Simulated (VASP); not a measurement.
# BN (F-43m) in VASP: a series of runs

BN is run at these levels: r2SCAN; tasks: single point.

All numbers are computed with VASP 6.6.1; they aren't measurements. Logs are shortened: lines on timing, memory, paths and dates and some standing lists are left out, and cuts for length are marked.

## (1) The cell of the first run

Symmetry: F-43m, No. 216, cubic system. The conventional cell has a = 3.626 Å, b = 3.626 Å, c = 3.626 Å, α = 90.00°, β = 90.00°, γ = 90.00°. B (site symmetry -43m) has 4 N at 1.57 Å within 2.1 Å. Within 2.1 Å of N (site symmetry -43m) lie 4 B at 1.57 Å.

## (2) Single point, r2SCAN

POSCAR reads:

```
BN
1.0
    0.0000000000      1.8130010000      1.8130010000
    1.8130010000      0.0000000000      1.8130010000
    1.8130010000      1.8130010000      0.0000000000
B N
1 1
Direct
    0.0000000000      0.0000000000      0.0000000000
    0.7500000000      0.7500000000      0.7500000000
```

INCAR.step1 reads:

```
ALGO = Normal
EDIFF = 1E-5
ENCUT = 910
GGA = PE
GGA_COMPAT = F
ISMEAR = 0
LASPH = T
LCHARG = F
LREAL = F
LWAVE = T
NBANDS = 11
NELM = 120
PREC = Accurate
SIGMA = 0.05
```

INCAR.step2 reads:

```
ALGO = Normal
EDIFF = 1E-6
ENCUT = 910
GGA_COMPAT = F
ISIF = 2
ISMEAR = 0
ISTART = 1
LASPH = T
LCHARG = T
LELF = T
LMIXTAU = T
LREAL = F
LVHAR = T
LWAVE = F
METAGGA = R2SCAN
NBANDS = 11
NELM = 120
PREC = Accurate
SIGMA = 0.05
```

KPOINTS reads:

```
k-points
0
Gamma
  12 12 12
```

Potentials or basis: VASP PAW PBE potentials, release 64 (B_h, N_h).

Command:

```
$ cat potpaw_PBE.64/B_h/POTCAR potpaw_PBE.64/N_h/POTCAR > POTCAR
$ cp INCAR.step1 INCAR
$ mpirun -np 1 vasp_std > vasp.out
$ cp INCAR.step2 INCAR
$ mpirun -np 1 vasp_std > vasp.out
```

OUTCAR:

```text
EDIFF = 1E-6
   ENCUT = 910
   ISIF = 2
   ISMEAR = 0
   ISTART = 1
   LASPH = T
   LREAL = F
   METAGGA = R2SCAN
   NELM = 120
   PREC = Accurate

 ion  position               nearest neighbor table
   1  0.000  0.000  0.000-
   2  0.750  0.750  0.750-

  LATTYP: Found a face centered cubic cell.
 ALAT       =     3.6260020000

  Lattice vectors:

 A1 = (   0.0000000000,   1.8130010000,   1.8130010000)
 A2 = (   1.8130010000,   0.0000000000,   1.8130010000)
 A3 = (   1.8130010000,   1.8130010000,   0.0000000000)

Analysis of symmetry for initial positions (statically):
=====================================================================
 Subroutine PRICEL returns:
 Original cell was already a primitive cell.

 Routine SETGRP: Setting up the symmetry group for a
 face centered cubic supercell.

 Subroutine GETGRP returns: Found 24 space group operations
 (whereof 24 operations were pure point group operations)
 out of a pool of 48 trial point group operations.

The static configuration has the point symmetry T_d .

Analysis of symmetry for dynamics (positions and initial velocities):
=====================================================================
 Subroutine PRICEL returns:
 Original cell was already a primitive cell.

 Routine SETGRP: Setting up the symmetry group for a
 face centered cubic supercell.

 Subroutine GETGRP returns: Found 24 space group operations
 (whereof 24 operations were pure point group operations)
 out of a pool of 48 trial point group operations.

The dynamic configuration has the point symmetry T_d .

 Subroutine INISYM returns: Found 24 space group operations
 (whereof 24 operations are pure point group operations),
 and found     1 'primitive' translations

----------------------------------------------------------------------------------------

                                     Primitive cell

  volume of cell :      11.9186

  direct lattice vectors                    reciprocal lattice vectors
     0.000000000  1.813001000  1.813001000    -0.275785838  0.275785838  0.275785838
     1.813001000  0.000000000  1.813001000     0.275785838 -0.275785838  0.275785838
     1.813001000  1.813001000  0.000000000     0.275785838  0.275785838 -0.275785838

  length of vectors
     2.563970603  2.563970603  2.563970603     0.477675083  0.477675083  0.477675083

  position of ions in fractional coordinates (direct lattice)
     0.000000000  0.000000000  0.000000000
     0.750000000  0.750000000  0.750000000

  ion indices of the primitive-cell ions
   primitive index   ion index
                 1           1
                 2           2

----------------------------------------------------------------------------------------

 KPOINTS: k-points

Automatic generation of k-mesh.
 Grid dimensions read from file:
 generate k-points for:   12   12   12

 Generating k-lattice:

  Cartesian coordinates                     Fractional coordinates (reciprocal lattice)
    -0.022982153  0.022982153  0.022982153     0.083333333  0.000000000  0.000000000
     0.022982153 -0.022982153  0.022982153     0.000000000  0.083333333  0.000000000
     0.022982153  0.022982153 -0.022982153     0.000000000  0.000000000  0.083333333

  Length of vectors
     0.039806257  0.039806257  0.039806257

  Shift w.r.t. Gamma in fractional coordinates (k-lattice)
     0.000000000  0.000000000  0.000000000

 Subroutine IBZKPT returns following result:
 ===========================================

 Found     72 irreducible k-points:

 Following reciprocal coordinates:
            Coordinates               Weight
  0.000000  0.000000  0.000000      1.000000
  0.083333  0.000000  0.000000      8.000000
  0.166667  0.000000  0.000000      8.000000
  0.250000  0.000000  0.000000      8.000000
  0.333333  0.000000  0.000000      8.000000
  0.416667  0.000000  0.000000      8.000000
[... 16 lines left out ...]
  0.500000  0.166667  0.000000     24.000000
 -0.416667  0.166667  0.000000     24.000000
 [... further k-points ...]
   k-points           NKPTS =     72   k-points in BZ     NKDIM =     72   number of bands    NBANDS=     11
   number of dos      NEDOS =    301   number of ions     NIONS =      2
   total plane-waves  NPLWV =  21952
   dimension x,y,z NGX =    28 NGY =   28 NGZ =   28
   dimension x,y,z NGXF=    56 NGYF=   56 NGZF=   56
   ions per type =               1   1
   NGX,Y,Z   is equivalent  to a cutoff of  18.15, 18.15, 18.15 a.u.
   NGXF,Y,Z  is equivalent  to a cutoff of  36.31, 36.31, 36.31 a.u.
 SYSTEM =  unknown system
   PREC   = accura    normal or accurate (medium, high low for compatibility)
   ISTART =      1    job   : 0-new  1-cont  2-samecut
   ICHARG =      0    charge: 1-file 2-atom 10-const
   ISPIN  =      1    spin polarized calculation?
   LNONCOLLINEAR =      F non collinear calculations
   LSORBIT =      F    spin-orbit coupling
   LASPH  =      T    aspherical Exc in radial PAW
   ENCUT  =  910.0 eV  66.88 Ry    8.18 a.u.   6.31  6.31  6.31*2*pi/ulx,y,z
   NELM   =    120;   NELMIN=  2; NELMDL=  0     # of ELM steps
   EDIFF  = 0.1E-05   stopping-criterion for ELM
   LREAL  =      F    real-space projection
   EDIFFG = 0.1E-04   stopping-criterion for IOM
   NSW    =      0    number of steps for IOM
   IBRION =     -1    ionic relax: 0-MD 1-quasi-New 2-CG
   NFREE  =      0    steps in history (QN), initial steepest desc. (CG)
   ISIF   =      2    stress and relaxation
   ISYM   =      2    0-nonsym 1-usesym 2-fastsym
   POTIM  = 0.5000    time-step for ionic-motion
   TEBEG  =    0.0;   TEEND  =   0.0 temperature during run
   PSTRESS=    0.0 pullay stress
   NELECT =       8.0000    total number of electrons
   NUPDOWN=      -1.0000    fix difference up-down
   EMIN   =  10.00;   EMAX   =-10.00  energy-range for DOS
   EFERMI =   0.00;   METHOD = LEGACY
   ISMEAR =     0;   SIGMA  =   0.05  broadening in eV -4-tet -1-fermi 0-gaus
   EFERMI_NEDOS =   21; number of points for ismear=-14 and -15
   IALGO  =     38    algorithm
   IMIX   =      4    mixing-type and parameters
     AMIX     =   0.40;   BMIX     =  1.00
     AMIX_MAG =   1.60;   BMIX_MAG =  1.00
  volume/ion in A,a.u.               =       5.96        40.22
  Fermi-wavevector in a.u.,A,eV,Ry     =   1.433387  2.708709 27.954506  2.054598
  Thomas-Fermi vector in A             =   2.552911
   LORBIT       =      0    0 simple, 1 ext, 2 COOP (PROOUT), +10 PAW based schemes
   METAGGA = R2SCAN    functional components
   LHFCALC =     F    Hartree Fock is set to
   AEXX    =    0.0000 exact exchange contribution
   IVDW    =     0    specifies the selected vdW correction
   LEPSILON=     F    determine dielectric tensor
   LRPA    =     F    only Hartree local field effects (RPA)
 non-spin polarized calculation
 Gauss-broadening in eV      SIGMA  =   0.05
  energy-cutoff  :      910.00
  volume of cell :       11.92
 maximum number of plane-waves:       757
 NGX is ok and might be reduce to    28

 number of electron       8.0000000 magnetization

 Free energy of the ion-electron system (eV)
  ---------------------------------------------------
  ext. energy  EPLUGINS =         0.00000000
  ---------------------------------------------------
  free energy    TOTEN  =       -19.19705609 eV

  energy without entropy =      -19.19705609  energy(sigma->0) =      -19.19705609

 E-fermi :   9.0387     XC(G=0): -13.7078

 val. band max:        8.7978765325   @ k =   0.0000   0.0000   0.0000
 cond. band min:      13.7775664911   @ k =   0.5000   0.5000   0.0000
 fundamental gap:      4.9796899586
 Fermi energy:         9.0387157706

 k-point     1 :       0.0000    0.0000    0.0000
  band No.  band energies     occupation
      1     -12.3817      2.00000
      2       8.7979      2.00000
      3       8.7979      2.00000
      4       8.7979      2.00000
      5      18.3014      0.00000
      6      18.3014      0.00000
      7      18.3014      0.00000
      8      19.7037      0.00000
      9      34.7601      0.00000
     10      37.3884      0.00000
     11      37.3884      0.00000

 k-point     2 :       0.0833    0.0000    0.0000
  band No.  band energies     occupation
      1     -12.2082      2.00000
      2       7.8527      2.00000
      3       8.6140      2.00000
      4       8.6140      2.00000
      5      18.5037      0.00000
      6      18.5857      0.00000
      7      18.5858      0.00000
      8      20.3060      0.00000
      9      34.5855      0.00000
     10      35.3126      0.00000
     11      35.3126      0.00000

 k-point     3 :       0.1667    0.0000    0.0000
  band No.  band energies     occupation
      1     -11.6946      2.00000
      2       5.6754      2.00000
      3       8.1649      2.00000
      4       8.1649      2.00000
      5      18.7827      0.00000
      6      19.2476      0.00000
      7      19.2476      0.00000
      8      21.7466      0.00000
      9      33.7241      0.00000
     10      33.7241      0.00000
     11      34.0538      0.00000

 k-point     4 :       0.2500    0.0000    0.0000
  band No.  band energies     occupation
      1     -10.8676      2.00000
      2       3.1220      2.00000
      3       7.6435      2.00000
      4       7.6435      2.00000
      5      19.0402      0.00000
      6      19.8772      0.00000
      7      19.8772      0.00000
      8      23.2129      0.00000
      9      33.3328      0.00000
     10      33.3328      0.00000
     11      33.4835      0.00000

 k-point     5 :       0.3333    0.0000    0.0000
  band No.  band energies     occupation
      1      -9.7978      2.00000
      2       0.6608      2.00000
      3       7.1969      2.00000
      4       7.1969      2.00000
      5      19.2612      0.00000
      6      20.1924      0.00000
      7      20.1924      0.00000
      8      24.2940      0.00000
      9      33.2511      0.00000
     10      34.2093      0.00000
     11      34.2093      0.00000
[... 211 lines left out ...]
 k-point    21 :       0.3333    0.1667    0.0000
  band No.  band energies     occupation
      1      -9.9637      2.00000
      2       2.4851      2.00000
      3       5.9566      2.00000
      4       6.2238      2.00000
      5      17.5310      0.00000
      6      21.7950      0.00000
      7      22.4094      0.00000
      8      22.4577      0.00000
      9      29.3264      0.00000
     10      36.5734      0.00000
     11      38.0206      0.00000

 k-point    22 :       0.4167    0.1667    0.0000
  band No.  band energies     occupation
      1      -8.8896      2.00000
      2       0.3448      2.00000
      3       5.5540      2.00000
      4       5.7655      2.00000
      5      17.9377      0.00000
      6      21.9356      0.00000
      7      22.5352      0.00000
      8      23.4088      0.00000
      9      30.3507      0.00000
     10      36.3362      0.00000
     11      38.4322      0.00000

 k-point    23 :       0.5000    0.1667    0.0000
  band No.  band energies     occupation
      1      -7.9360      2.00000
      2      -1.2195      2.00000
      3       4.9496      2.00000
      4       5.8390      2.00000
      5      18.2972      0.00000
      6      21.8485      0.00000
      7      22.2693      0.00000
      8      24.8250      0.00000
      9      30.7548      0.00000
     10      36.5603      0.00000
     11      37.6600      0.00000

 k-point    24 :      -0.4167    0.1667    0.0000
  band No.  band energies     occupation
      1      -7.7585      2.00000
      2      -1.4823      2.00000
      3       4.5365      2.00000
      4       6.1628      2.00000
      5      18.7643      0.00000
      6      21.6961      0.00000
      7      21.8539      0.00000
      8      25.5000      0.00000
      9      31.0458      0.00000
     10      35.2462      0.00000
     11      36.8656      0.00000

 [... further k-points ...]
[... 5 lines left out ...]
  --------------------------------------------------------------------------------------
  -------------------------------------------------------------------------------------
  Total       -0.4242656     -0.4242656     -0.4242656      0.0000000     -0.0000000     -0.0000000
  in kB      -57.0327430    -57.0327430    -57.0327430      0.0000000     -0.0000000     -0.0000000
  external PRESSURE =     -57.0327430 kB  Pullay stress =       0.0000000 kB

 VOLUME and BASIS-vectors are now :
 -----------------------------------------------------------------------------
  energy-cutoff  :      910.00
  volume of cell :       11.92
      direct lattice vectors                 reciprocal lattice vectors
     0.000000000  1.813001000  1.813001000    -0.275785838  0.275785838  0.275785838
     1.813001000  0.000000000  1.813001000     0.275785838 -0.275785838  0.275785838
     1.813001000  1.813001000  0.000000000     0.275785838  0.275785838 -0.275785838

 POSITION                                       TOTAL-FORCE (eV/Angst)
 -----------------------------------------------------------------------------------
      0.00000      0.00000      0.00000        -0.000000     -0.000000     -0.000000
      2.71950      2.71950      2.71950         0.000000      0.000000      0.000000
 -----------------------------------------------------------------------------------
    total drift:                               -0.000000     -0.000000     -0.000000

  FREE ENERGIE OF THE ION-ELECTRON SYSTEM (eV)
  ---------------------------------------------------
  free  energy   TOTEN  =       -19.1970560931 eV

  energy  without entropy=      -19.1970560931  energy(sigma->0) =      -19.19705609
```

Run time: 72 s. Hardware: 1 thread of Intel Xeon Platinum 8375C at 2.90GHz (Ice Lake), shared host; peak memory 0.16 GiB.

Results:

| Item | Value |
| --- | --- |
| Free energy | -19.1971 eV |
| Pressure | -5.7 GPa |
| Band gap on the k mesh | 4.98 eV, indirect (least direct gap 9.50 eV) |

Levels at points of the mesh, in eV from the valence-band top:
```
           k point  band 2  band 3  band 4  band 5  band 6  band 7
(0.00, 0.00, 0.00)    0.00    0.00    0.00    9.50    9.50    9.50
(0.50, 0.00, 0.00)  -10.99   -1.99   -1.99   10.66   11.44   11.44
(0.50, 0.50, 0.00)   -9.25   -5.04   -5.04    4.98    9.76   19.14
```

Caveat: the cutoff is under 1.25 times the usual one of these potentials, so pressure, stress and relaxed cells hold a basis-set (Pulay) error; the PAW data sets were made with another functional, which shifts forces and pressure a little. r2SCAN opens gaps a little over a GGA but as a rule still falls short of measured ones.

## (3) Single point, r2SCAN

POSCAR is that of step 2.

INCAR.step1 reads:

```
SYSTEM = BN
PREC     = Accurate       ! precision mode
ENCUT    = 910            ! plane-wave cutoff, eV
ISMEAR   = 0              ! smearing method
SIGMA    = 0.05           ! smearing width, eV
LREAL    = .FALSE.        ! projectors in reciprocal space
LASPH    = .TRUE.         ! aspherical terms in the spheres
NELM     = 120            ! most SCF steps
NBANDS   = 11             ! bands
GGA      = PE             ! functional
ALGO     = Normal         ! electronic algorithm
EDIFF    = 1E-5           ! SCF threshold, eV
LWAVE    = .TRUE.         ! write WAVECAR
LCHARG   = .FALSE.        ! write CHGCAR
GGA_COMPAT= .FALSE.
```

INCAR.step2 reads:

```
SYSTEM = BN
PREC     = Accurate       ! precision mode
ENCUT    = 910            ! plane-wave cutoff, eV
EDIFF    = 1E-6           ! SCF threshold, eV
ISMEAR   = 0              ! smearing method
SIGMA    = 0.05           ! smearing width, eV
LREAL    = .FALSE.        ! projectors in reciprocal space
LASPH    = .TRUE.         ! aspherical terms in the spheres
NELM     = 120            ! most SCF steps
ALGO     = Normal         ! electronic algorithm
ISIF     = 2              ! what is computed and relaxed
LWAVE    = .FALSE.        ! write WAVECAR
LCHARG   = .TRUE.         ! write CHGCAR
METAGGA  = R2SCAN         ! meta-GGA
LMIXTAU  = .TRUE.       
LELF     = .TRUE.         ! ELF
LVHAR    = .TRUE.       
NBANDS   = 11             ! bands
ISTART   = 1            
GGA_COMPAT= .FALSE.
```

KPOINTS reads:

```
Automatic mesh
0
G
  12 12 12
  0 0 0
```

Potentials or basis: VASP PAW PBE potentials, release 64 (B_h, N_h).

Command:

```
$ cat potpaw_PBE.64/B_h/POTCAR potpaw_PBE.64/N_h/POTCAR > POTCAR
$ cp INCAR.step1 INCAR
$ mpirun -np 1 vasp_std > vasp.out
$ cp INCAR.step2 INCAR
$ mpirun -np 1 vasp_std > vasp.out
```

It took 53 s on 1 thread of Intel Xeon 6975P-C (Granite Rapids), shared host; peak memory 0.16 GiB.

It converged, with:

```yaml
Free_energy: -19.1971 eV
Pressure: -5.7 GPa
Band_gap_on_the_k_mesh: 4.98 eV, indirect (least direct gap 9.50 eV)
```

Levels at points of the mesh, in eV from the valence-band top:
```
           k point  band 1  band 2  band 3  band 4  band 5  band 6  band 7  band 8
(0.00, 0.00, 0.00)  -21.18    0.00    0.00    0.00    9.50    9.50    9.50   10.91
(0.50, 0.00, 0.00)  -16.93  -10.99   -1.99   -1.99   10.66   11.44   11.44   16.31
(0.50, 0.50, 0.00)  -15.52   -9.25   -5.04   -5.04    4.98    9.76   19.14   19.14
```

Caveat: the cutoff is under 1.25 times the usual one of these potentials, so pressure, stress and relaxed cells hold a basis-set (Pulay) error; the PAW data sets were made with another functional, which shifts forces and pressure a little. A k mesh can miss the band edges.

## (4) Single point, r2SCAN

This run uses another cell than the first one: it holds 8 atoms, not 2.

POSCAR reads:

```
BN
1.0
    3.6260020000      0.0000000000      0.0000000000
    0.0000000000     -3.6260020000      0.0000000000
    0.0000000000      0.0000000000     -3.6260020000
B N
4 4
Direct
    0.0000000000      0.5000000000      0.5000000000
    0.5000000000      0.0000000000      0.5000000000
    0.5000000000      0.5000000000      0.0000000000
    0.0000000000      0.0000000000      0.0000000000
    0.7500000000      0.7500000000      0.7500000000
    0.2500000000      0.2500000000      0.7500000000
    0.2500000000      0.7500000000      0.2500000000
    0.7500000000      0.2500000000      0.2500000000
```

INCAR.step1 reads:

```
SYSTEM = BN
ALGO = Normal
EDIFF = 1E-5
ENCUT = 910
GGA = PE
GGA_COMPAT = .False.
ISMEAR = 0
LASPH = .True.
LCHARG = .False.
LREAL = .False.
LWAVE = .True.
NBANDS = 26
NELM = 120
PREC = Accurate
SIGMA = 0.05
```

INCAR.step2 reads:

```
SYSTEM = BN
ALGO = Normal
EDIFF = 1E-6
ENCUT = 910
GGA_COMPAT = .False.
ISIF = 2
ISMEAR = 0
ISTART = 1
LASPH = .True.
LCHARG = .False.
LMIXTAU = .True.
LREAL = .False.
LWAVE = .False.
METAGGA = R2SCAN
NBANDS = 26
NELM = 120
PREC = Accurate
SIGMA = 0.05
```

KPOINTS reads:

```
k-points
0
Gamma
  6 6 6
  0 0 0
```

Command:

```
$ cat potpaw_PBE.64/B_h/POTCAR potpaw_PBE.64/N_h/POTCAR > POTCAR
$ cp INCAR.step1 INCAR
$ mpirun -np 1 vasp_std > vasp.out
$ cp INCAR.step2 INCAR
$ mpirun -np 1 vasp_std > vasp.out
```

It took 2.4 min on 1 thread of Intel Xeon Platinum 8175M at 2.50GHz (Skylake/Cascade Lake), shared host; peak memory 0.23 GiB.

It converged, with:

```yaml
Free_energy: -76.7883 eV
Pressure: -5.7 GPa
Band_gap_on_the_k_mesh: 4.98 eV
```

Levels at points of the mesh, in eV from the valence-band top:
| k point | band 14 | band 15 | band 16 | band 17 | band 18 | band 19 |
| --- | --- | --- | --- | --- | --- | --- |
| (0.00, 0.00, 0.00) | 0.00 | 0.00 | 0.00 | 4.98 | 4.98 | 4.98 |
| (0.50, 0.00, 0.00) | -3.09 | -3.09 | -3.09 | 7.39 | 7.39 | 10.30 |
| (0.50, 0.50, 0.00) | -2.15 | -2.15 | -2.15 | 10.39 | 10.39 | 10.39 |
| (0.50, 0.50, 0.50) | -1.99 | -1.99 | -1.99 | 10.66 | 10.66 | 10.66 |

Caveat: the cutoff is under 1.25 times the usual one of these potentials, so pressure, stress and relaxed cells hold a basis-set (Pulay) error; the PAW data sets were made with another functional, which shifts forces and pressure a little. r2SCAN opens gaps a little over a GGA but as a rule still falls short of measured ones.
